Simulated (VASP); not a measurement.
**BeTe: single point with PBEsol**

Crystal: BeTe.

```
Be Te
1.0
     2.77475    2.77475    0.00000
    -2.77475    2.77475    0.00000
     0.00000    2.77475    2.81959
Be Te
1 1
Direct
  0.00000 0.00000 0.00000
  0.75000 0.25000 0.50000
```

This cell differs from its parent crystal: in-plane strain -0.01.

```
Program             : VASP 6.6.1
Task                : single point
Functional          : PBEsol
Potentials or basis : VASP PAW PBE potentials, release 64 (Be, Te)
Cutoff              : 520 eV
k mesh              : 8 × 8 × 8
Occupations         : gaussian, width 0.01 eV
Spin                : no spin polarisation
```

| Item | Value |
| --- | --- |
| Pressure | 1.1 GPa |
| Band gap on the k mesh | 1.72 eV, indirect (least direct gap 3.54 eV) |

Stress tensor (GPa, compression positive):
```
1.44 0.00 0.00
0.00 1.44 0.00
0.00 0.00 0.45
```

Levels at points of the mesh, in eV from the valence-band top:
```
           k point  band 1  band 2  band 3  band 4  band 5  band 6  band 7  band 8
(0.00, 0.00, 0.00)  -12.55   -0.09    0.00    0.00    3.54    3.54    3.57    3.91
(0.50, 0.00, 0.00)  -11.13   -5.79   -1.28   -1.14    3.07    4.47    4.57    7.63
(0.50, 0.50, 0.00)  -10.59   -5.28   -2.85   -2.82    1.72    2.50    9.81    9.89
(0.00, 0.00, 0.50)  -10.66   -5.37   -2.72   -2.72    1.83    2.63    9.84    9.84
```

Run time: 62 s on 1 thread of AMD EPYC 7R13 Processor (Zen 3) (shared host), peak memory 0.15 GiB.

Caveat: the cell differs from its parent crystal (in-plane strain -0.01); the PAW data sets were made with another functional, which shifts forces and pressure a little; spin-orbit coupling is left out, which moves the levels of the heavy elements. A k mesh can miss the band edges.
